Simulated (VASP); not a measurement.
AlCu: single point with PBEsol

AlCu:

```
CELL_PARAMETERS angstrom
2.99751 0.00000 0.00000
0.00000 2.99751 0.00000
0.00000 0.00000 2.99751
ATOMIC_POSITIONS crystal
Al 0.00000 0.00000 0.00000
Cu 0.50000 0.50000 0.54170
```

This cell differs from its parent crystal: all Cu atoms moved +0.125 Å, as atom 2 along Cartesian [0 0 1].

| Quantity | Value |
| --- | --- |
| Program | VASP 6.6.1 |
| Task | single point |
| Functional | PBEsol |
| Potentials or basis | VASP PAW PBE potentials, release 64 (Al, Cu) |
| Cutoff | 520 eV |
| k mesh | 16 × 16 × 16 |
| Occupations | gaussian, width 0.15 eV |
| Spin | no spin polarisation |
| Dipole correction | no |
| Further INCAR settings | ALGO = Fast; EDIFF = 1e-06; NBANDS = 14 |

| Item | Value |
| --- | --- |
| Pressure | -4.6 GPa |
| Largest force | 0.464 eV/Å |
| Band gap on the k mesh | zero (band 7 reaches 12.79 eV, above the bottom of band 8 at 8.10 eV) |

Forces on the atoms (eV/Å):
```
Al   0.000  0.000  0.464
Cu   0.000  0.000 -0.464
```

Stress tensor (GPa, compression positive):
```
-4.42  0.00  0.00
 0.00 -4.42  0.00
 0.00  0.00 -4.93
```

Levels at points of the mesh, in eV from the Fermi level:
| k point | band 5 | band 6 | band 7 | band 8 | band 9 | band 10 |
| --- | --- | --- | --- | --- | --- | --- |
| (0.00, 0.00, 0.00) | -3.88 | -3.88 | 3.83 | 3.83 | 3.86 | 6.32 |
| (0.50, 0.00, 0.00) | -4.30 | -3.82 | -3.15 | 7.22 | 8.05 | 8.11 |
| (0.00, 0.00, 0.50) | -4.31 | -3.83 | -3.13 | 7.24 | 7.90 | 7.90 |
| (0.50, 0.50, 0.00) | -3.66 | -3.66 | -3.50 | -0.86 | -0.13 | 10.15 |
| (0.00, 0.50, 0.50) | -3.71 | -3.67 | -3.50 | -0.84 | -0.14 | 10.13 |
| (0.50, 0.50, 0.50) | -3.48 | 0.68 | 0.68 | 0.77 | 1.73 | 2.27 |

Run time: 85 s on 1 thread of Intel(R) Xeon(R) Platinum 8488C (Sapphire Rapids), with other jobs on the host, peak memory 0.26 GiB.

Caveat: the cell differs from its parent crystal (all Cu atoms moved +0.125 Å, as atom 2 along Cartesian [0 0 1]); the PAW data sets were made with another functional, which shifts forces and pressure a little.
